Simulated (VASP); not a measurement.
Input of a VASP 6.6.1 run:

INCAR

```
SYSTEM = ZnS
PREC = Accurate
ENCUT = 520
EDIFF = 1E-6
ISMEAR = -1
SIGMA = 0.02
LREAL = .False.
LASPH = .True.
NELM = 100
ALGO = Normal
ISIF = 2
LWAVE = .False.
LCHARG = .False.
GGA = PE
NBANDS = 16
```

KPOINTS

```
regular mesh
0
Gamma
  14 14 14
  0 0 0
```

File POSCAR:

```
ZnS
1.0
    0.0000000000      2.7072500000      2.7343225000
    2.7072500000      0.0000000000      2.7343225000
    2.7072500000      2.7072500000      0.0000000000
Zn S
1 1
Direct
    0.0000000000      0.0000000000      0.0000000000
    0.2500000000      0.2500000000      0.2500000000
```

Potentials or basis: VASP PAW PBE potentials, release 64 (Zn, S).

The run is started by

```sh
$ cat potpaw_PBE.64/Zn/POTCAR potpaw_PBE.64/S/POTCAR > POTCAR
$ mpirun -np 1 vasp_std > vasp.out
```

(1) What does it give for the band gap on the k mesh?

(2) Estimate the pressure.

Answers

(1) 2.03 eV, direct.

(2) 0.6 GPa.

Caveat: the cell differs from its parent crystal (z stretched by +1 %, then relaxed in part).
